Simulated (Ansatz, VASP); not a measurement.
Si: VASP beside Ansatz

```
Si
1.0
     0.00000    1.60739    1.60739
     1.60739    0.00000    1.60739
     1.60739    1.60739    0.00000
Si
1
Direct
  0.00000 0.00000 0.00000
```

Alike in both runs: task relaxation of cell and atoms; functional PBE; k mesh 10 × 10 × 10; occupations gaussian, width 0.1 eV; no spin polarisation.

|  | VASP | Ansatz |
| --- | --- | --- |
| version | VASP 6.6.1 | Ansatz 0.2.0 |
| potentials or method | VASP PAW PBE potentials, release 64 (Si), cutoff 500 eV | scalar-relativistic, plane waves, PAW |
| valence electrons in the cell | 4 | 4 |

VASP gave:

| Property | Result |
| --- | --- |
| gap on the k mesh at the Fermi level, each at its own relaxed structure (eV) | none |
| relaxed volume (Å³/atom) | 14.34 |
| relaxed cell length with the largest relative difference (Å) | 2.727 |

Problem. What did Ansatz give for the same quantities?

Solution. gap on the k mesh at the Fermi level, each at its own relaxed structure (eV): none; relaxed volume (Å³/atom): 14.39; relaxed cell length with the largest relative difference (Å): 2.730.

A gap of «none» marks a metal or a gap that the smearing closes.

Noted on VASP's run: the volume moved by over 15 % at a fixed basis, so the end points are rough.
